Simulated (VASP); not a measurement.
Input of a VASP 6.6.1 run:

File POSCAR:

```
TiS2
1.0
    3.4106015668      0.0000000000      0.0000000000
   -1.7053007834      2.9536675990      0.0000000000
    0.0000000000      0.0000000000      5.7387203108
Ti S
1 2
Direct
    0.0000000000      0.0000000000      0.0000000000
    0.3333333333      0.6666666667      0.2449123130
    0.6666666667      0.3333333333      0.7550876870
```

INCAR.step1

```
ALGO     = Normal         # electronic algorithm
EDIFF    = 1E-5           # SCF threshold, eV
ENCUT    = 400            # plane-wave cutoff, eV
GGA      = PE             # functional
GGA_COMPAT= False        
ISIF     = 2              # what is computed and relaxed
ISMEAR   = 0              # smearing method
LASPH    = True           # aspherical terms in the spheres
LCHARG   = False          # write CHGCAR
LREAL    = False          # projectors in reciprocal space
LWAVE    = True           # write WAVECAR
NBANDS   = 19             # bands
NELM     = 120            # most SCF steps
PREC     = Accurate       # precision mode
SIGMA    = 0.01           # smearing width, eV
```

INCAR.step2

```
AEXX     = 0.25           # exact-exchange fraction
ALGO     = Normal         # electronic algorithm
EDIFF    = 1E-6           # SCF threshold, eV
ENCUT    = 400            # plane-wave cutoff, eV
GGA      = PE             # functional
GGA_COMPAT= False        
ISIF     = 2              # what is computed and relaxed
ISMEAR   = 0              # smearing method
ISTART   = 1            
LASPH    = True           # aspherical terms in the spheres
LCHARG   = False          # write CHGCAR
LHFCALC  = True           # exact exchange
LREAL    = False          # projectors in reciprocal space
LWAVE    = False          # write WAVECAR
NBANDS   = 19             # bands
NELM     = 120            # most SCF steps
PREC     = Accurate       # precision mode
PRECFOCK = Normal       
SIGMA    = 0.01           # smearing width, eV
```

File KPOINTS:

```
k-points
0
Gamma
  6 6 4
```

Potentials or basis: VASP PAW PBE potentials, release 64 (Ti_sv, S).

The run is started by

```sh
$ cat potpaw_PBE.64/Ti_sv/POTCAR potpaw_PBE.64/S/POTCAR > POTCAR
$ cp INCAR.step1 INCAR
$ mpirun -np 1 vasp_std > vasp.out
$ cp INCAR.step2 INCAR
$ mpirun -np 1 vasp_std > vasp.out
```

Q: Predict the pressure.

A: -0.6 GPa.

Q: What does it give for the band gap on the k mesh?

A: 1.27 eV (least direct gap 1.81 eV).

Q: What does it give for the largest force?

A: 0.242 eV/Å.

Stress tensor (GPa, compression positive):
```
-0.70  0.00  0.00
 0.00 -0.70  0.00
 0.00  0.00 -0.26
```

Caveat: the PAW data sets were made with another functional, which shifts forces and pressure a little; this functional lacks dispersion, which binds layers or chains, so the pressure and a relaxed spacing across them are unreliable. A k mesh can miss the band edges.
